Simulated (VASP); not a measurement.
## MoS2: single point with LDA

System: MoS2, a slab with vacuum.

```xyz
3
Lattice="3.1191 0.0000 0.0000 -1.5596 2.7012 0.0000 0.0000 0.0000 16.9807" Properties=species:S:1:pos:R:3 pbc="T T T"
Mo    0.0000    0.0000    0.0000
S     0.0000    1.8008   15.4611
S     0.0000    1.8008    1.5197
```

* Program: VASP 6.6.1
* Task: single point
* Functional: LDA
* Potentials or basis: VASP PAW LDA potentials, release 64 (Mo_sv, S)
* Cutoff: 520 eV
* k mesh: 10 × 10 × 2
* Occupations: fermi-dirac, width 0.05 eV
* Spin: no spin polarisation
* Dipole correction: no
* Further INCAR settings: ALGO = Normal; EDIFF = 1e-06; NBANDS = 20

* Largest force: 0.714 eV/Å
* Band gap on the k mesh: 1.91 eV (least direct gap 2.10 eV)

Forces in eV/Å, atoms in the order of the input:
```
Mo   0.000  0.000  0.000
S    0.000  0.000 -0.714
S    0.000  0.000  0.714
```

Levels at points of the mesh, in eV from the valence-band top:
```
           k point  band 11  band 12  band 13  band 14  band 15  band 16
(0.00, 0.00, 0.00)    -1.62    -1.62     0.00     2.96     2.96     3.34
(0.50, 0.00, 0.00)    -1.86    -0.95    -0.65     2.43     2.99     4.07
(0.00, 0.00, 0.50)    -1.62    -1.62     0.00     2.96     2.96     3.34
(0.50, 0.00, 0.50)    -1.86    -0.95    -0.65     2.43     2.99     4.07
```

Run time: 2.1 min on 1 thread of Intel Xeon 8259CL, with other jobs on the host, peak memory 0.24 GiB.
